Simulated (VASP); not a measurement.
Here is a VASP 6.6.1 calculation.

The input INCAR:

```
SYSTEM = Li3YSb2
ALGO = Normal
EDIFF = 1E-6
ENCUT = 750
GGA = CA
GGA_COMPAT = .FALSE.
ISIF = 2
ISMEAR = 1
LASPH = .TRUE.
LCHARG = .TRUE.
LELF = .TRUE.
LREAL = .FALSE.
LVHAR = .TRUE.
LWAVE = .FALSE.
NBANDS = 24
NELM = 120
PREC = Accurate
SIGMA = 0.1
```

Contents of KPOINTS:

```
k-points
0
G
  6 6 4
  0 0 0
```

Contents of POSCAR:

```
Li3YSb2
1.0
    4.4546643460      0.0000000000      0.0000000000
   -2.2273321730      3.8578522325      0.0000000000
    0.0000000000      0.0000000000      7.0655453090
Li Y Sb
3 1 2
Direct
    0.3333333333      0.6666666667      0.6510110000
    0.6666666667      0.3333333333      0.3489890000
    0.0000000000      0.0000000000      0.5000000000
    0.0000000000      0.0000000000      0.0000000000
    0.3333333333      0.6666666667      0.2492530000
    0.6666666667      0.3333333333      0.7507470000
```

Potentials or basis: VASP PAW LDA potentials, release 64 (Li_sv, Y_sv, Sb).

Launch:

```console
$ cat potpaw_LDA.64/Li_sv/POTCAR potpaw_LDA.64/Y_sv/POTCAR potpaw_LDA.64/Sb/POTCAR > POTCAR
$ mpirun -np 1 vasp_std > vasp.out
```

Task: Predict the band gap on the k mesh.

Result: Zero (bands 15 and 16 overlap by 0.42 eV).

Task: What does it give for the largest force?

Result: 0.021 eV/Å.

Stress tensor (GPa, compression positive):
```
-0.80  0.00  0.00
 0.00 -0.80  0.00
 0.00  0.00 -1.41
```

Caveat: semilocal functionals underestimate gaps, and a narrow one can read as zero; spin-orbit coupling is left out, which moves the levels of the heavy elements.
